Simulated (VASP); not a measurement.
A run of VASP 6.6.1:

INCAR

```
SYSTEM = Sb
ALGO = Normal
EDIFF = 1E-8
ENCUT = 520
GGA = PS
ISIF = 2
ISMEAR = -1
LASPH = .TRUE.
LCHARG = .FALSE.
LEFG = .TRUE.
LREAL = .FALSE.
LWAVE = .FALSE.
NBANDS = 12
NELM = 80
PREC = Accurate
SIGMA = 0.05
```

KPOINTS

```
k-points
0
G
  12 12 7
  0 0 0
```

File POSCAR:

```
Sb
1.0
    3.3463887588      0.0000000000      0.0000000000
   -1.6731943794      2.8980576760      0.0000000000
    0.0000000000      0.0000000000      5.2942271101
Sb
2
Direct
    0.3333333333      0.6666666667      0.2500000000
    0.6666666667      0.3333333333      0.7500000000
```

Potentials or basis: VASP PAW PBE potentials, release 64 (Sb).

Run with:

```bash
$ cat potpaw_PBE.64/Sb/POTCAR > POTCAR
$ mpirun -np 1 vasp_std > vasp.out
```

Hardware: 1 thread of Intel(R) Xeon(R) 6975P-C (Granite Rapids), on a shared host.

**Question.** How long does it take, and how much memory?

**Answer.** Run time: 16 s on 1 thread of Intel(R) Xeon(R) 6975P-C (Granite Rapids) (shared host), peak memory 0.19 GiB. Counts: scf iterations 13, k points 76.
